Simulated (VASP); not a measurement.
Runs of VASP 6.6.1 on BP (WC type). The structure is that of space group P-6m2 (No. 187), or close to it. The cells are those of the table. 

```tsv
task	cell	k mesh for the DOS	occupations for the DOS	gap on the mesh (eV)	pressure (GPa)
single point	a = 3.049, b = 3.049, c = 2.697 Å, angles 90.0, 90.0, 120.0°, 2 atoms	-	-	none	-5.5
single point	a = 3.010, b = 3.010, c = 2.662 Å, angles 90.0, 90.0, 120.0°, 2 atoms	-	-	none	-0.2
electric field gradients	a = 3.030, b = 3.030, c = 2.679 Å, angles 90.0, 90.0, 120.0°, 2 atoms	-	-	none	-3.0
electric field gradients	a = 3.010, b = 3.010, c = 2.662 Å, angles 90.0, 90.0, 120.0°, 2 atoms	-	-	none	-0.2
electric field gradients	a = 3.049, b = 3.049, c = 2.697 Å, angles 90.0, 90.0, 120.0°, 2 atoms	-	-	none	-5.5
single point	a = 2.969, b = 2.969, c = 2.626 Å, angles 90.0, 90.0, 120.0°, 2 atoms	-	-	none	(a)
electric field gradients	a = 2.989, b = 2.989, c = 2.644 Å, angles 90.0, 90.0, 120.0°, 2 atoms	-	-	none	2.8
```

Alike in all rows: level PBE; potentials or basis VASP PAW PBE potentials, release 64 (B, P); no spin polarisation; k mesh 13 × 13 × 11; cutoff (eV) 520; smearing fermi-dirac 0.08 eV.

Question: Fill in the values left out.

Answer: (a) 6.2.

A gap of «none» marks levels without a gap at the run's occupations.
